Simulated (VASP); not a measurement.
Os:

```
Os
1.0
     0.00000    1.91293    1.91293
     1.91293    0.00000    1.91293
     1.91293    1.91293    0.00000
Os
1
Cartesian
  0.0000 0.0000 0.0000
```

This isn't the form of Os at room conditions, which is hcp.

* Program: VASP 6.6.1
* Task: relaxation of cell and atoms
* Functional: LDA
* Potentials or basis: VASP PAW LDA potentials, release 64 (Os)
* Cutoff: 600 eV
* k mesh: 18 × 18 × 18
* Occupations: gaussian, width 0.1 eV
* Spin: no spin polarisation

At the start: pressure -6.8 GPa; volume 14.00 Å³/atom.

Question: How do energy, volume and symmetry change on relaxing?

Answer: Over 7 steps the energy falls by 4.7 meV/atom and the volume is 13.78 Å³/atom (-1.6 %); space group Fm-3m (No. 225, to 0.1 Å) before and after.

The path:
```csv
step,energy change (eV),largest force (eV/Å),pressure (GPa),volume (Å³)
1,0.0000,0.0000,-6.75,14.00
2,0.0988,0.0000,37.58,12.84
3,-0.0047,0.0000,-0.24,13.79
4,-0.0047,0.0000,-0.03,13.78
5,-0.0047,0.0000,0.11,13.78
6,-0.0046,0.0000,-0.42,13.79
7,-0.0047,0.0000,0.00,13.78
```

Final structure:
```
Os
1.0
     0.00000    1.90295    1.90295
     1.90295    0.00000    1.90295
     1.90295    1.90295    0.00000
Os
1
Direct
  0.00000 0.00000 0.00000
```
